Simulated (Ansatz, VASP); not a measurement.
## Two plane-wave programs on Mg5O

```xyz
6
Lattice="0.0000 4.3134 4.3134 4.3134 0.0000 4.3134 4.3134 4.3134 0.0000" Properties=species:S:1:pos:R:3 pbc="T T T"
Mg    1.0305    1.0305    1.0305
Mg    3.2829    3.2829    1.0305
Mg    3.2829    1.0305    3.2829
Mg    1.0305    3.2829    3.2829
Mg    6.4701    6.4701    6.4701
O     2.1567    2.1567    2.1567
```

Alike in both runs: functional PBE; k mesh 4 × 4 × 4; occupations gaussian, width 0.2 eV; no spin polarisation.

Ansatz relaxed the structure, and its values are those at the end. VASP's run is a single point on that final structure, the one shown.

|  | VASP | Ansatz |
| --- | --- | --- |
| version | VASP 6.6.1 | Ansatz 0.2.0 |
| potentials or method | VASP PAW PBE potentials, release 64 (Mg, O), cutoff 600 eV | scalar-relativistic, plane waves, PAW |
| valence electrons in the cell | 16 | 56 |

Ansatz gave:

| Item | Value |
| --- | --- |
| gap on the k mesh at the Fermi level (eV) | none |
| pressure (GPa) | -0.2 |
| rms of the force components (eV/Å) | 0.004 |

Which values does VASP return?

gap on the k mesh at the Fermi level (eV): none; pressure (GPa): -0.3; rms of the force components (eV/Å): 0.003.

A gap of «none» marks a metal or a gap that the smearing closes. VASP's potentials hold 16 valence electrons a cell and Ansatz's 56, so a difference there can come from the potentials and not from the codes.
